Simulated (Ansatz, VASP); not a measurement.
Cu in VASP and in Ansatz

```
Cu
1.0
     0.00000    1.78813    1.78813
     1.78813    0.00000    1.78813
     1.78813    1.78813    0.00000
Cu
1
Direct
  0.00000 0.00000 0.00000
```

Alike in both runs: task single point; functional r2SCAN; k mesh 15 × 15 × 15; occupations methfessel-paxton of order 1, width 0.2 eV; no spin polarisation.

```csv
,VASP,Ansatz
version,VASP 6.6.1,Ansatz 0.2.0
potentials or method,"VASP PAW PBE potentials, release 64 (Cu), cutoff 520 eV","plane waves (500 eV) with PAW, scalar-relativistic"
valence electrons in the cell,11,19
```

Ansatz gave:

| Item | Value |
| --- | --- |
| pressure (GPa) | -0.2 |

Task: What did VASP give for the same quantities?

Result: Pressure (GPa): 0.3.

VASP's potentials were made for PBE, not for r2SCAN. VASP's potentials hold 11 valence electrons a cell and Ansatz's 19, so a difference there can come from the potentials and not from the codes.
